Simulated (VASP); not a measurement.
# TaN (P-62m) in VASP: a series of runs, part 2 of 2

VASP 6.6.1. Earlier steps stand in the parts before.

## Step 3: Single point, r2SCAN (strain along c alone, the other axes held: +2.0 %, then relaxed in part)

POSCAR

```
TaN
1.0
    5.1996298253      0.0000000000      0.0000000000
   -2.5998149126      4.5030115190      0.0000000000
    0.0000000000      0.0000000000      2.9685664591
Ta N
3 3
Direct
    0.3333333333      0.6666666667      0.5000000000
    0.6666666667      0.3333333333      0.5000000000
    0.0000000000      0.0000000000      0.0000000000
    0.3923074176      0.0000000000      0.0000000000
    0.6076925824      0.6076925824      0.0000000000
    0.0000000000      0.3923074176      0.0000000000
```

INCAR.step1

```
SYSTEM = TaN
PREC = Accurate
ENCUT = 520
ISMEAR = 0
SIGMA = 0.1
LREAL = .FALSE.
LASPH = .TRUE.
NELM = 80
NBANDS = 33
GGA = PE
ALGO = Normal
EDIFF = 1E-4
LWAVE = .TRUE.
LCHARG = .FALSE.
```

INCAR.step2

```
SYSTEM = TaN
PREC = Accurate
ENCUT = 520
EDIFF = 1E-7
ISMEAR = 0
SIGMA = 0.1
LREAL = .FALSE.
LASPH = .TRUE.
NELM = 80
ALGO = Normal
ISIF = 2
LWAVE = .FALSE.
LCHARG = .TRUE.
METAGGA = R2SCAN
LMIXTAU = .TRUE.
LELF = .TRUE.
LVHAR = .TRUE.
NBANDS = 33
ISTART = 1
```

KPOINTS

```
Automatic mesh
0
G
  12 12 12
  0 0 0
```

Potentials or basis: VASP PAW PBE potentials, release 64 (Ta_pv, N).

Run with:

```
$ cat potpaw_PBE.64/Ta_pv/POTCAR potpaw_PBE.64/N/POTCAR > POTCAR
$ cp INCAR.step1 INCAR
$ mpirun -np 1 vasp_std > vasp.out
$ cp INCAR.step2 INCAR
$ mpirun -np 1 vasp_std > vasp.out
```

OUTCAR:

```text
SYSTEM = TaN
   PREC = Accurate
   ENCUT = 520
   EDIFF = 1E-7
   ISMEAR = 0
   LREAL = .FALSE.
   LASPH = .TRUE.
   NELM = 80
   ISIF = 2
   METAGGA = R2SCAN
   ISTART = 1

 ion  position               nearest neighbor table
   1  0.333  0.667  0.500-   4 2.18   4 2.18   6 2.18   6 2.18   5 2.18   5 2.18   2 3.00   2 3.00
                             2 3.00   3 3.35   3 3.35   3 3.35   3 3.35   3 3.35   3 3.35
   2  0.667  0.333  0.500-   6 2.18   6 2.18   4 2.18   4 2.18   5 2.18   5 2.18   1 3.00   1 3.00
                             1 3.00   3 3.35   3 3.35   3 3.35   3 3.35   3 3.35   3 3.35
   3  0.000  0.000  0.000-   6 2.04   4 2.04   5 2.04   2 3.35   1 3.35   1 3.35   2 3.35   1 3.35
                             1 3.35   2 3.35   2 3.35   2 3.35   2 3.35   1 3.35   1 3.35
   4  0.392  0.000  0.000-   3 2.04   1 2.18   1 2.18   2 2.18   2 2.18
   5  0.608  0.608  0.000-   3 2.04   2 2.18   2 2.18   1 2.18   1 2.18
   6  0.000  0.392  0.000-   3 2.04   2 2.18   2 2.18   1 2.18   1 2.18

  LATTYP: Found a hexagonal cell.
 ALAT       =     5.1996298253
 C/A-ratio  =     0.5709188075

  Lattice vectors:

 A1 = (   5.1996298253,   0.0000000000,   0.0000000000)
 A2 = (  -2.5998149126,   4.5030115190,   0.0000000000)
 A3 = (   0.0000000000,   0.0000000000,   2.9685664591)

Analysis of symmetry for initial positions (statically):
=====================================================================
 Subroutine PRICEL returns:
 Original cell was already a primitive cell.

 Routine SETGRP: Setting up the symmetry group for a
 hexagonal supercell.

 Subroutine GETGRP returns: Found 12 space group operations
 (whereof 12 operations were pure point group operations)
 out of a pool of 24 trial point group operations.

The static configuration has the point symmetry D_3h.

Analysis of symmetry for dynamics (positions and initial velocities):
=====================================================================
 Subroutine PRICEL returns:
 Original cell was already a primitive cell.

 Routine SETGRP: Setting up the symmetry group for a
 hexagonal supercell.

[... 136 lines left out ...]
   LORBIT       =      0    0 simple, 1 ext, 2 COOP (PROOUT), +10 PAW based schemes
   METAGGA = R2SCAN    functional components
   LHFCALC =     F    Hartree Fock is set to
   AEXX    =    0.0000 exact exchange contribution
   IVDW    =     0    specifies the selected vdW correction
   LEPSILON=     F    determine dielectric tensor
   LRPA    =     F    only Hartree local field effects (RPA)
 non-spin polarized calculation
 Gauss-broadening in eV      SIGMA  =   0.10
  energy-cutoff  :      520.00
  volume of cell :       69.51
 maximum number of plane-waves:      1890
 NGX is ok and might be reduce to    40
   NGX = 19   NGY = 19   NGZ = 11

 number of electron      48.0000002 magnetization

 Free energy of the ion-electron system (eV)
  ---------------------------------------------------
  ext. energy  EPLUGINS =         0.00000000
  ---------------------------------------------------
  free energy    TOTEN  =      -181.26833919 eV

  energy without entropy =     -181.26655837  energy(sigma->0) =     -181.26744878

 E-fermi :   8.1651     XC(G=0): -13.8614

 val. band max:        8.1343588686   @ k =   0.1667   0.0833   0.1667
 cond. band min:       8.2065653471   @ k =   0.2500   0.0000   0.4167
 fundamental gap:      0.0722064785
 Fermi energy:         8.1650553765

 k-point     1 :       0.0000    0.0000    0.0000
  band No.  band energies     occupation
      1     -29.5057      2.00000
      2     -29.5057      2.00000
      3     -29.1473      2.00000
      4     -29.1473      2.00000
      5     -29.0252      2.00000
      6     -28.9158      2.00000
[... 853 lines left out ...]
     32      11.8468      0.00000
     33      12.0907      0.00000

 [... further k-points ...]

------------------------ aborting loop because EDIFF is reached ----------------------------------------

  FORCE on cell =-STRESS in cart. coord.  units (eV):
  Direction    XX          YY          ZZ          XY          YZ          ZX
  --------------------------------------------------------------------------------------
  -------------------------------------------------------------------------------------
  Total       -0.7209727     -0.7209727     -5.0358864     -0.0000000     -0.0000000      0.0000000
  in kB      -16.6190855    -16.6190855   -116.0818310     -0.0000000     -0.0000000      0.0000000
  external PRESSURE =     -49.7733340 kB  Pullay stress =       0.0000000 kB

 VOLUME and BASIS-vectors are now :
 -----------------------------------------------------------------------------
  energy-cutoff  :      520.00
  volume of cell :       69.51
      direct lattice vectors                 reciprocal lattice vectors
     5.199629825  0.000000000  0.000000000     0.192321383  0.111036802  0.000000000
    -2.599814913  4.503011519  0.000000000     0.000000000  0.222073605  0.000000000
     0.000000000  0.000000000  2.968566459     0.000000000  0.000000000  0.336862932

 POSITION                                       TOTAL-FORCE (eV/Angst)
 -----------------------------------------------------------------------------------
     -0.00000      3.00201      1.48428         0.000000     -0.000000      0.000000
      2.59981      1.50100      1.48428         0.000000     -0.000000      0.000000
      0.00000      0.00000      0.00000         0.000000     -0.000000      0.000000
      2.03985      0.00000      0.00000         0.009821     -0.000000     -0.000000
      1.57989      2.73645      0.00000        -0.004910     -0.008505      0.000000
     -1.01993      1.76656      0.00000        -0.004910      0.008505      0.000000
 -----------------------------------------------------------------------------------
    total drift:                                0.000001      0.000003      0.000000

  FREE ENERGIE OF THE ION-ELECTRON SYSTEM (eV)
  ---------------------------------------------------
  free  energy   TOTEN  =      -181.2683391873 eV

  energy  without entropy=     -181.2665583736  energy(sigma->0) =     -181.26744878
```

OSZICAR.step1:

```text
N       E                     dE             d eps       ncg     rms          rms(c)
DAV:   1     0.444138024882E+03    0.44414E+03   -0.25934E+04  8778   0.152E+03
DAV:   2    -0.481618019499E+02   -0.49230E+03   -0.46919E+03 10044   0.447E+02
DAV:   3    -0.768739575989E+02   -0.28712E+02   -0.28258E+02 10577   0.104E+02
DAV:   4    -0.774783895589E+02   -0.60443E+00   -0.59898E+00 11091   0.148E+01
DAV:   5    -0.774932497693E+02   -0.14860E-01   -0.14842E-01 11170   0.183E+00    0.418E+01
DAV:   6    -0.677211778187E+02    0.97721E+01   -0.50321E+01 11294   0.376E+01    0.172E+01
DAV:   7    -0.675408977439E+02    0.18028E+00   -0.25219E+00 10871   0.845E+00    0.104E+01
DAV:   8    -0.674909017941E+02    0.49996E-01   -0.45093E-01 10672   0.391E+00    0.116E+00
DAV:   9    -0.674703537385E+02    0.20548E-01   -0.57410E-02 11110   0.154E+00    0.381E-01
DAV:  10    -0.674698541429E+02    0.49960E-03   -0.13353E-02 10833   0.573E-01    0.200E-01
DAV:  11    -0.674697394453E+02    0.11470E-03   -0.28525E-03 11199   0.324E-01    0.542E-02
DAV:  12    -0.674696764938E+02    0.62951E-04   -0.27878E-04  8304   0.982E-02
   1 F= -.67469676E+02 E0= -.67468761E+02  d E =-.183162E-02
```

Run time: 15 min. Hardware: 1 thread of Intel Xeon Platinum 8488C (Sapphire Rapids), shared host; peak memory 0.37 GiB.

Results:

```yaml
Free_energy: -181.2683 eV
Pressure: -5.0 GPa
Largest_force: 0.010 eV/Å
Band_gap_on_the_k_mesh: zero (bands 24 and 25 overlap by 2.90 eV)
```

Forces in eV/Å, atoms in the order of the input:
```
Ta   0.000  0.000  0.000
Ta   0.000  0.000  0.000
Ta   0.000  0.000  0.000
N    0.010  0.000  0.000
N   -0.005 -0.009  0.000
N   -0.005  0.009  0.000
```

Stress tensor (GPa, compression positive):
```
 -1.66   0.00   0.00
  0.00  -1.66   0.00
  0.00   0.00 -11.61
```

Caveat: the cell differs from its parent crystal (strain along c alone, the other axes held: +2.0 %, then relaxed in part); the cell stands under tension; the PAW data sets were made with another functional, which shifts forces and pressure a little; spin-orbit coupling is left out, which moves the levels of the heavy elements.
